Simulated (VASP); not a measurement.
Set up this calculation in VASP 6.6.1, as the native input.

```yaml
Task: single point
Functional: PBE
Potentials_or_basis: VASP PAW PBE potentials, release 64 (Ba_sv)
Cutoff: 520 eV
k_mesh: 14 × 14 × 14
Occupations: gaussian, width 0.15 eV
Spin: no spin polarisation
Dipole_correction: no
Further_INCAR_settings: ALGO = Fast; EDIFF = 1e-07; NBANDS = 11
```

The structure of Ba lies in POSCAR:

```
Ba
1.0
   -2.4375000000      2.4375000000      2.6250000000
    2.4375000000     -2.4375000000      2.6250000000
    2.4375000000      2.4375000000     -2.6250000000
Ba
1
Direct
    0.0000000000      0.0000000000      0.0000000000
```

This cell differs from its parent crystal: strain -0.025 along x and y, +0.050 along z.

The input as run:

INCAR

```
PREC = Accurate ; ENCUT = 520
EDIFF = 1E-7 ; ISMEAR = 0
SIGMA = 0.15 ; LREAL = False
LASPH = True ; NELM = 80
ALGO = Fast ; ISIF = 2
LWAVE = False ; LCHARG = False
GGA = PE ; NBANDS = 11
```

KPOINTS

```
Automatic mesh
0
Gamma
  14 14 14
```

Potentials or basis: VASP PAW PBE potentials, release 64 (Ba_sv).

The run is started by

```sh
$ cat potpaw_PBE.64/Ba_sv/POTCAR > POTCAR
$ mpirun -np 1 vasp_std > vasp.out
```

Results of the run:

| Property | Result |
| --- | --- |
| Pressure | 0.2 GPa |
| Band gap on the k mesh | zero (band 5 reaches 2.09 eV, above the bottom of band 6 at 1.19 eV) |

Caveat: the cell differs from its parent crystal (strain -0.025 along x and y, +0.050 along z); spin-orbit coupling is left out, which moves the levels of the heavy elements.

It took 41 s on 1 thread of Intel(R) Xeon(R) 6975P-C (Granite Rapids), with other jobs on the host, peak memory 0.29 GiB.
